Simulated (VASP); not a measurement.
Here is a VASP 6.6.1 calculation.

INCAR

```
SYSTEM = BN
PREC = Accurate
ENCUT = 520
EDIFF = 1E-7
ISMEAR = 0
SIGMA = 0.05
LREAL = .False.
LASPH = .True.
NELM = 80
ALGO = Normal
ISIF = 2
LWAVE = .False.
LCHARG = .True.
GGA = PE
IVDW = 12
LELF = .True.
LVHAR = .True.
NBANDS = 26
```

Contents of KPOINTS:

```
regular mesh
0
Gamma
  6 6 6
  0 0 0
```

File POSCAR:

```
BN
1.0
    0.0000000000      0.0000000000      4.3376638211
    2.5076849351      3.3394821895      2.1688319106
   -2.5076849351      3.3394821895      2.1688319106
B N
4 4
Direct
    0.5001068737      0.7500000000      0.2500000000
    0.5001068737      0.2500000000      0.7500000000
    0.0001068737      0.5000000000      0.5000000000
    0.0001068737      1.0000000000      0.0000000000
    0.1489444669      0.7911513428      0.2441459559
    0.1665931163      0.2500000000      0.7500000000
    0.6665931163      0.5000000000      0.5000000000
    0.6665931163      0.0000000000      0.0000000000
```

Potentials or basis: VASP PAW PBE potentials, release 64 (B, N).

Launch:

```sh
$ cat potpaw_PBE.64/B/POTCAR potpaw_PBE.64/N/POTCAR > POTCAR
$ mpirun -np 1 vasp_std > vasp.out
```

(1) Predict the largest force.

(2) Estimate the dispersion energy per atom.

(3) Predict the pressure.

(4) Predict the band gap on the k mesh.

## Answers

(1) 6.458 eV/Å.

(2) -0.140 eV.

(3) 1.1 GPa.

(4) 3.62 eV.

Caveat: the cell differs from its parent crystal (atom 5 (N) moved +0.167 Å along Cartesian [1 1 0]); forces of over 1 eV/Å act on the atoms, so gaps and moduli don't describe the material at rest.
